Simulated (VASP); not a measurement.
Wanted: the native input for a VASP 6.6.1 run.

- Task: single point
- Functional: PBE
- Potentials or basis: VASP PAW PBE potentials, release 64 (Al, O)
- Cutoff: 520 eV
- k mesh: 6 × 6 × 6
- Occupations: gaussian, width 0.02 eV
- Spin: no spin polarisation
- Dipole correction: no
- Further INCAR settings: ALGO = Normal; EDIFF = 1e-06; NBANDS = 35

The structure of Al2O3 lies in POSCAR:

```
Al2O3
1.0
    2.3573806463      1.3610343507      4.2775369003
   -2.3573806463      1.3610343507      4.2775369003
    0.0000000000     -2.7220687014      4.2775369003
Al O
4 6
Direct
    0.3520633202      0.3520633202      0.3520633202
    0.1479366798      0.1479366798      0.1479366798
    0.6479366798      0.6479366798      0.6479366798
    0.8520633202      0.8520633202      0.8520633202
    0.5566963411      0.9433036589      0.2500000000
    0.2500000000      0.5566963411      0.9433036589
    0.9433036589      0.2500000000      0.5566963411
    0.4433036589      0.0566963411      0.7500000000
    0.7500000000      0.4433036589      0.0566963411
    0.0566963411      0.7500000000      0.4433036589
```

These files were run (other wordings do the same):

INCAR

```
PREC = Accurate ; ENCUT = 520
EDIFF = 1E-6 ; ISMEAR = 0
SIGMA = 0.02 ; LREAL = False
LASPH = True ; NELM = 100
ALGO = Normal ; ISIF = 2
LWAVE = False ; LCHARG = False
GGA = PE ; NBANDS = 35
```

KPOINTS

```
regular mesh
0
Gamma
  6 6 6
```

Potentials or basis: VASP PAW PBE potentials, release 64 (Al, O).

Launch:

```console
$ cat potpaw_PBE.64/Al/POTCAR potpaw_PBE.64/O/POTCAR > POTCAR
$ mpirun -np 1 vasp_std > vasp.out
```

It gave:

```yaml
Pressure: 16.0 GPa
Largest_force: 0.004 eV/Å
Band_gap_on_the_k_mesh: 6.60 eV
```

Caveat: the cell stands under pressure.

Wall time 60 s on 1 thread of Intel(R) Xeon(R) 6975P-C (Granite Rapids) (shared host), peak memory 0.25 GiB.
